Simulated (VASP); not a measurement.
# Zr (P6_3/mmc) in VASP: further runs

The runs below take Zr through single point, with PBE.

Program: VASP 6.6.1. These are calculated values, not measurements. Logs are shortened: lines on timing, memory, paths and dates and some standing lists are left out, and cuts for length are marked.

### 1 The cell of the first run

Symmetry: P6_3/mmc, No. 194, hexagonal system. Conventional cell: a = 2.896 Å, b = 2.896 Å, c = 4.894 Å, α = 90.00°, β = 90.00°, γ = 120.00°. Within 3.8 Å of Zr (site symmetry -6m2) lie 12 Zr at 2.90 to 2.96 Å.

### 2 Single point, PBE (17.77 Å³/atom)

INCAR

```
PREC     = Accurate       # precision mode
ENCUT    = 520            # plane-wave cutoff, eV
EDIFF    = 1E-7           # SCF threshold, eV
ISMEAR   = -1             # smearing method
SIGMA    = 0.05           # smearing width, eV
LREAL    = F              # projectors in reciprocal space
LASPH    = T              # aspherical terms in the spheres
NELM     = 100            # most SCF steps
ALGO     = Normal         # electronic algorithm
ISIF     = 2              # what is computed and relaxed
LWAVE    = F              # write WAVECAR
LCHARG   = F              # write CHGCAR
GGA      = PE             # functional
NBANDS   = 19             # bands
```

KPOINTS

```
regular mesh
0
Gamma
  15 15 8
```

POSCAR

```
Zr
1.0
    2.8958378304      0.0000000000      0.0000000000
   -1.4479189152      2.5078691264      0.0000000000
    0.0000000000      0.0000000000      4.8944655075
Zr
2
Direct
    0.3333333333      0.6666666667      0.2500000000
    0.6666666667      0.3333333333      0.7500000000
```

Potentials or basis: VASP PAW PBE potentials, release 64 (Zr_sv).

Started as:

```
cat potpaw_PBE.64/Zr_sv/POTCAR > POTCAR
mpirun -np 1 vasp_std > vasp.out
```

OUTCAR:

```text
PREC = Accurate
   ENCUT = 520
   EDIFF = 1E-7
   ISMEAR = -1
   LREAL = F
   LASPH = T
   NELM = 100
   ISIF = 2
   GGA = PE

 ion  position               nearest neighbor table
   1  0.333  0.667  0.250-   2 2.96   2 2.96   2 2.96   2 2.96   2 2.96   2 2.96
   2  0.667  0.333  0.750-   1 2.96   1 2.96   1 2.96   1 2.96   1 2.96   1 2.96

  LATTYP: Found a hexagonal cell.
 ALAT       =     2.8958378304
 C/A-ratio  =     1.6901725145

  Lattice vectors:

 A1 = (   2.8958378304,   0.0000000000,   0.0000000000)
 A2 = (  -1.4479189152,   2.5078691264,   0.0000000000)
 A3 = (   0.0000000000,   0.0000000000,   4.8944655075)

Analysis of symmetry for initial positions (statically):
=====================================================================
 Subroutine PRICEL returns:
 Original cell was already a primitive cell.

 Routine SETGRP: Setting up the symmetry group for a
 hexagonal supercell.

 Subroutine GETGRP returns: Found 24 space group operations
 (whereof 12 operations were pure point group operations)
 out of a pool of 24 trial point group operations.

The static configuration has the point symmetry D_3d.
 The point group associated with its full space group is D_6h.

Analysis of symmetry for dynamics (positions and initial velocities):
=====================================================================
 Subroutine PRICEL returns:
 Original cell was already a primitive cell.

 Routine SETGRP: Setting up the symmetry group for a
 hexagonal supercell.

 Subroutine GETGRP returns: Found 24 space group operations
 (whereof 12 operations were pure point group operations)
 out of a pool of 24 trial point group operations.

The dynamic configuration has the point symmetry D_3d.
 The point group associated with its full space group is D_6h.

 Subroutine INISYM returns: Found 24 space group operations
 (whereof 12 operations are pure point group operations),
 and found     1 'primitive' translations

----------------------------------------------------------------------------------------

                                     Primitive cell

  volume of cell :      35.5455

  direct lattice vectors                    reciprocal lattice vectors
     2.895837830  0.000000000  0.000000000     0.345323205  0.199372445  0.000000000
    -1.447918915  2.507869126  0.000000000     0.000000000  0.398744890  0.000000000
     0.000000000  0.000000000  4.894465507     0.000000000  0.000000000  0.204312401

  length of vectors
     2.895837830  2.895837830  4.894465507     0.398744890  0.398744890  0.204312401

  position of ions in fractional coordinates (direct lattice)
     0.333333333  0.666666667  0.250000000
     0.666666667  0.333333333  0.750000000

  ion indices of the primitive-cell ions
   primitive index   ion index
                 1           1
                 2           2

----------------------------------------------------------------------------------------

 KPOINTS: regular mesh

Automatic generation of k-mesh.
 Grid dimensions read from file:
 generate k-points for:   15   15    8

 Generating k-lattice:

  Cartesian coordinates                     Fractional coordinates (reciprocal lattice)
     0.023021547  0.013291496  0.000000000     0.066666667  0.000000000  0.000000000
     0.000000000  0.026582993  0.000000000     0.000000000  0.066666667  0.000000000
     0.000000000  0.000000000  0.025539050     0.000000000  0.000000000  0.125000000

  Length of vectors
     0.026582993  0.026582993  0.025539050

  Shift w.r.t. Gamma in fractional coordinates (k-lattice)
     0.000000000  0.000000000  0.000000000

 Subroutine IBZKPT returns following result:
 ===========================================

 Found    135 irreducible k-points:

 Following reciprocal coordinates:
            Coordinates               Weight
  0.000000  0.000000  0.000000      1.000000
  0.066667  0.000000  0.000000      6.000000
  0.133333  0.000000  0.000000      6.000000
  0.200000 -0.000000  0.000000      6.000000
  0.266667  0.000000  0.000000      6.000000
  0.333333  0.000000  0.000000      6.000000
[... 16 lines left out ...]
  0.333333  0.200000  0.000000     12.000000
  0.400000  0.200000  0.000000      6.000000
 [... further k-points ...]
   k-points           NKPTS =    135   k-points in BZ     NKDIM =    135   number of bands    NBANDS=     19
   number of dos      NEDOS =    301   number of ions     NIONS =      2
   total plane-waves  NPLWV =  20736
   dimension x,y,z NGX =    24 NGY =   24 NGZ =   36
   dimension x,y,z NGXF=    48 NGYF=   48 NGZF=   72
   ions per type =               2
   NGX,Y,Z   is equivalent  to a cutoff of  13.78, 13.78, 12.23 a.u.
   NGXF,Y,Z  is equivalent  to a cutoff of  27.56, 27.56, 24.46 a.u.
 SYSTEM =  unknown system
   PREC   = accura    normal or accurate (medium, high low for compatibility)
   ISTART =      0    job   : 0-new  1-cont  2-samecut
   ICHARG =      2    charge: 1-file 2-atom 10-const
   ISPIN  =      1    spin polarized calculation?
   LNONCOLLINEAR =      F non collinear calculations
   LSORBIT =      F    spin-orbit coupling
   LASPH  =      T    aspherical Exc in radial PAW
   ENCUT  =  520.0 eV  38.22 Ry    6.18 a.u.   5.38  5.38  9.10*2*pi/ulx,y,z
   NELM   =    100;   NELMIN=  2; NELMDL= -5     # of ELM steps
   EDIFF  = 0.1E-06   stopping-criterion for ELM
   LREAL  =      F    real-space projection
   EDIFFG = 0.1E-05   stopping-criterion for IOM
   NSW    =      0    number of steps for IOM
   IBRION =     -1    ionic relax: 0-MD 1-quasi-New 2-CG
   NFREE  =      0    steps in history (QN), initial steepest desc. (CG)
   ISIF   =      2    stress and relaxation
   ISYM   =      2    0-nonsym 1-usesym 2-fastsym
   POTIM  = 0.5000    time-step for ionic-motion
   TEBEG  =    0.0;   TEEND  =   0.0 temperature during run
   PSTRESS=    0.0 pullay stress
   NELECT =      24.0000    total number of electrons
   NUPDOWN=      -1.0000    fix difference up-down
   EMIN   =  10.00;   EMAX   =-10.00  energy-range for DOS
   EFERMI =   0.00;   METHOD = LEGACY
   ISMEAR =    -1;   SIGMA  =   0.05  broadening in eV -4-tet -1-fermi 0-gaus
   EFERMI_NEDOS =   21; number of points for ismear=-14 and -15
   IALGO  =     38    algorithm
   IMIX   =      4    mixing-type and parameters
     AMIX     =   0.40;   BMIX     =  1.00
     AMIX_MAG =   1.60;   BMIX_MAG =  1.00
  volume/ion in A,a.u.               =      17.77       119.94
  Fermi-wavevector in a.u.,A,eV,Ry     =   1.436207  2.714038 28.064619  2.062691
  Thomas-Fermi vector in A             =   2.555421
   LORBIT       =      0    0 simple, 1 ext, 2 COOP (PROOUT), +10 PAW based schemes
   GGA     = PE    functional components
   LHFCALC =     F    Hartree Fock is set to
   AEXX    =    0.0000 exact exchange contribution
   IVDW    =     0    specifies the selected vdW correction
   LEPSILON=     F    determine dielectric tensor
   LRPA    =     F    only Hartree local field effects (RPA)
 non-spin polarized calculation
  energy-cutoff  :      520.00
  volume of cell :       35.55
 maximum number of plane-waves:       984
 NGX is ok and might be reduce to    24
   NGX = 11   NGY = 11   NGZ = 19

 number of electron      24.0000000 magnetization

 Free energy of the ion-electron system (eV)
  ---------------------------------------------------
  ext. energy  EPLUGINS =         0.00000000
  ---------------------------------------------------
  free energy    TOTEN  =       -15.91865767 eV

  energy without entropy =      -15.90355800  energy(sigma->0) =      -15.91110783

 E-fermi :  12.2899     XC(G=0): -12.3716

 val. band max:       12.2869585402   @ k =   0.3333   0.0667   0.0000
 cond. band min:      12.2920513254   @ k =   0.1333   0.0667   0.0000
 fundamental gap:      0.0050927852
 Fermi energy:        12.2899474255

 k-point     1 :       0.0000    0.0000    0.0000
  band No.  band energies     occupation
      1     -36.1604      2.00000
      2     -35.7975      2.00000
      3     -15.1848      2.00000
      4     -13.2377      2.00000
      5     -13.2377      2.00000
      6     -13.1457      2.00000
[... 11 lines left out ...]
     18      15.5369      0.00000
     19      18.2686      0.00000

 k-point     2 :       0.0667    0.0000    0.0000
  band No.  band energies     occupation
      1     -36.1443      2.00000
      2     -35.7879      2.00000
      3     -15.1546      2.00000
      4     -13.3243      2.00000
      5     -13.2628      2.00000
      6     -13.1534      2.00000
[... 11 lines left out ...]
     18      15.3633      0.00000
     19      18.3911      0.00000

 k-point     3 :       0.1333    0.0000    0.0000
  band No.  band energies     occupation
      1     -36.0979      2.00000
      2     -35.7611      2.00000
      3     -15.0663      2.00000
      4     -13.5665      2.00000
      5     -13.3418      2.00000
      6     -13.3314      2.00000
[... 11 lines left out ...]
     18      14.9500      0.00000
     19      18.6540      0.00000

 k-point     4 :       0.2000   -0.0000    0.0000
  band No.  band energies     occupation
      1     -36.0276      2.00000
      2     -35.7225      2.00000
      3     -14.9275      2.00000
      4     -13.9159      2.00000
      5     -13.6789      2.00000
      6     -13.4276      2.00000
[... 11 lines left out ...]
     18      15.5329      0.00000
     19      18.9074      0.00000

 k-point     5 :       0.2667    0.0000    0.0000
  band No.  band energies     occupation
      1     -35.9429      2.00000
      2     -35.6803      2.00000
      3     -14.7510      2.00000
      4     -14.3056      2.00000
      5     -14.0451      2.00000
      6     -13.5330      2.00000
[... 11 lines left out ...]
     18      16.5486      0.00000
     19      19.0845      0.00000
[... 334 lines left out ...]
      2     -35.6355      2.00000
      3     -14.5061      2.00000
      4     -14.4958      2.00000
      5     -14.4434      2.00000
      6     -13.7440      2.00000
[... 11 lines left out ...]
     18      18.4963      0.00000
     19      18.9465      0.00000

 k-point    22 :       0.2667    0.2000    0.0000
  band No.  band energies     occupation
      1     -35.7635      2.00000
      2     -35.6151      2.00000
      3     -14.7114      2.00000
      4     -14.5498      2.00000
      5     -14.3229      2.00000
      6     -13.9241      2.00000
[... 11 lines left out ...]
     18      18.3801      0.00000
     19      20.3082      0.00000

 k-point    23 :       0.3333    0.2000    0.0000
  band No.  band energies     occupation
      1     -35.7074      2.00000
      2     -35.6084      2.00000
      3     -14.8576      2.00000
      4     -14.5909      2.00000
      5     -14.1574      2.00000
      6     -14.0782      2.00000
[... 11 lines left out ...]
     18      18.5980      0.00000
     19      21.3231      0.00000

 k-point    24 :       0.4000    0.2000    0.0000
  band No.  band energies     occupation
      1     -35.6836      2.00000
      2     -35.6098      2.00000
      3     -14.9085      2.00000
      4     -14.5975      2.00000
      5     -14.1414      2.00000
      6     -14.0772      2.00000
[... 11 lines left out ...]
     18      18.4795      0.00000
     19      21.5584      0.00000

 [... further k-points ...]

------------------------ aborting loop because EDIFF is reached ----------------------------------------

  FORCE on cell =-STRESS in cart. coord.  units (eV):
  Direction    XX          YY          ZZ          XY          YZ          ZX
  --------------------------------------------------------------------------------------
  -------------------------------------------------------------------------------------
  Total        8.5842096      8.5842096      8.5590844     -0.0000000      0.0000000      0.0000000
  in kB      386.9247556    386.9247556    385.7922609     -0.0000000      0.0000000      0.0000000
  external PRESSURE =     386.5472574 kB  Pullay stress =       0.0000000 kB

 VOLUME and BASIS-vectors are now :
 -----------------------------------------------------------------------------
  energy-cutoff  :      520.00
  volume of cell :       35.55
      direct lattice vectors                 reciprocal lattice vectors
     2.895837830  0.000000000  0.000000000     0.345323205  0.199372445  0.000000000
    -1.447918915  2.507869126  0.000000000     0.000000000  0.398744890  0.000000000
     0.000000000  0.000000000  4.894465507     0.000000000  0.000000000  0.204312401

 POSITION                                       TOTAL-FORCE (eV/Angst)
 -----------------------------------------------------------------------------------
     -0.00000      1.67191      1.22362         0.000000     -0.000000      0.000000
      1.44792      0.83596      3.67085        -0.000000      0.000000      0.000000
 -----------------------------------------------------------------------------------
    total drift:                               -0.000000      0.000000     -0.000000

  FREE ENERGIE OF THE ION-ELECTRON SYSTEM (eV)
  ---------------------------------------------------
  free  energy   TOTEN  =       -15.9186576703 eV

  energy  without entropy=      -15.9035579952  energy(sigma->0) =      -15.91110783
```

Run time: 70 s. Hardware: 1 thread of Intel Xeon 8259CL, shared host; peak memory 0.2 GiB.

What came out:

```
Free energy            : -15.9187 eV
Pressure               : 38.7 GPa
Band gap on the k mesh : zero (bands 12 and 13 overlap by 1.38 eV)
```

Caveat: the cell stands under pressure.

### 3 Single point, PBE (19.64 Å³/atom)

This run uses another cell than the first one, of 19.64 Å³/atom.

INCAR

```
SYSTEM = Zr
ALGO = Normal
EDIFF = 1E-6
ENCUT = 520
GGA = PE
ISIF = 2
ISMEAR = -1
LASPH = .TRUE.
LCHARG = .FALSE.
LREAL = .FALSE.
LWAVE = .FALSE.
NBANDS = 19
NELM = 60
PREC = Accurate
SIGMA = 0.05
```

KPOINTS

```
k-points
0
G
  15 15 8
  0 0 0
```

POSCAR

```
Zr
1.0
    3.0181728113      0.0000000000      0.0000000000
   -1.5090864056      2.6138143276      0.0000000000
    0.0000000000      0.0000000000      4.9800217058
Zr
2
Direct
    0.3333333333      0.6666666667      0.2500000000
    0.6666666667      0.3333333333      0.7500000000
```

Potentials or basis: VASP PAW PBE potentials, release 64 (Zr_sv).

Started as:

```
cat potpaw_PBE.64/Zr_sv/POTCAR > POTCAR
mpirun -np 1 vasp_std > vasp.out
```

OUTCAR:

```text
SYSTEM = Zr
   EDIFF = 1E-6
   ENCUT = 520
   GGA = PE
   ISIF = 2
   ISMEAR = -1
   LASPH = .TRUE.
   LREAL = .FALSE.
   NELM = 60
   PREC = Accurate

 ion  position               nearest neighbor table
   1  0.333  0.667  0.250-   2 3.04   2 3.04   2 3.04   2 3.04   2 3.04   2 3.04
   2  0.667  0.333  0.750-   1 3.04   1 3.04   1 3.04   1 3.04   1 3.04   1 3.04

  LATTYP: Found a hexagonal cell.
 ALAT       =     3.0181728113
 C/A-ratio  =     1.6500121157

  Lattice vectors:

[... 717 lines left out ...]
------------------------ aborting loop because EDIFF is reached ----------------------------------------

  FORCE on cell =-STRESS in cart. coord.  units (eV):
  Direction    XX          YY          ZZ          XY          YZ          ZX
  --------------------------------------------------------------------------------------
  -------------------------------------------------------------------------------------
  Total        5.1625036      5.1625036      5.1532652      0.0000000     -0.0000000      0.0000000
  in kB      210.5333374    210.5333374    210.1565860      0.0000000     -0.0000000      0.0000000
  external PRESSURE =     210.4077536 kB  Pullay stress =       0.0000000 kB

 VOLUME and BASIS-vectors are now :
 -----------------------------------------------------------------------------
  energy-cutoff  :      520.00
  volume of cell :       39.29
      direct lattice vectors                 reciprocal lattice vectors
     3.018172811  0.000000000  0.000000000     0.331326290  0.191291323  0.000000000
    -1.509086406  2.613814328  0.000000000     0.000000000  0.382582645  0.000000000
     0.000000000  0.000000000  4.980021706     0.000000000  0.000000000  0.200802338

 POSITION                                       TOTAL-FORCE (eV/Angst)
 -----------------------------------------------------------------------------------
     -0.00000      1.74254      1.24501         0.000000      0.000000      0.000000
      1.50909      0.87127      3.73502        -0.000000     -0.000000      0.000000
 -----------------------------------------------------------------------------------
    total drift:                               -0.000000      0.000000     -0.000000

  FREE ENERGIE OF THE ION-ELECTRON SYSTEM (eV)
  ---------------------------------------------------
  free  energy   TOTEN  =       -16.6058910222 eV

  energy  without entropy=      -16.5907743261  energy(sigma->0) =      -16.59833267
```

stdout:

```text
POSCAR found type information on POSCAR Zr
 POSCAR found :  1 types and       2 ions
 scaLAPACK will be used
 LDA part: xc-table for (Slater+PW92), standard interpolation
 POSCAR, INCAR and KPOINTS ok, starting setup
 FFT: planning ... GRIDC
 FFT: planning ... GRID_SOFT
 FFT: planning ... GRID
 WAVECAR not read
 entering main loop
```

Wall time 1.8 min (1 thread of Intel Xeon 8259CL, shared host); peak memory 0.22 GiB.

Results:

```yaml
Free_energy: -16.6059 eV
Pressure: 21.0 GPa
Band_gap_on_the_k_mesh: zero (bands 12 and 13 overlap by 1.46 eV)
```

Caveat: the cell stands under pressure.
